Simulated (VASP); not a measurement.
Input of a VASP 6.6.1 run:

INCAR

```
SYSTEM = Lu
  ALGO = Normal
  EDIFF = 1E-6
  ENCUT = 520
  GGA = PS
  ISIF = 2
  ISMEAR = -1
  LASPH = .True.
  LCHARG = .False.
  LREAL = .False.
  LWAVE = .False.
  NBANDS = 18
  NELM = 80
  PREC = Accurate
  SIGMA = 0.1
```

Contents of KPOINTS:

```
k-points
0
Gamma
  11 11 11
  0 0 0
```

File POSCAR:

```
Lu
1.0
    3.2475240391      0.0000000000      0.0000000000
    0.0000000000      3.2475240391      0.0000000000
    0.0000000000      0.0000000000      3.2475240391
Lu
1
Direct
    0.0000000000      0.0000000000      0.0000000000
```

Potentials or basis: VASP PAW PBE potentials, release 64 (Lu).

Launch:

```sh
$ cat potpaw_PBE.64/Lu/POTCAR > POTCAR
$ mpirun -np 1 vasp_std > vasp.out
```

Question: Predict the band gap on the k mesh.

Answer: Zero (an odd number of electrons rules out a gap without spin polarisation).

Question: Estimate the pressure.

Answer: -2.9 GPa.

Caveat: the PAW data sets were made with another functional, which shifts forces and pressure a little; spin-orbit coupling is left out, which moves the levels of the heavy elements.
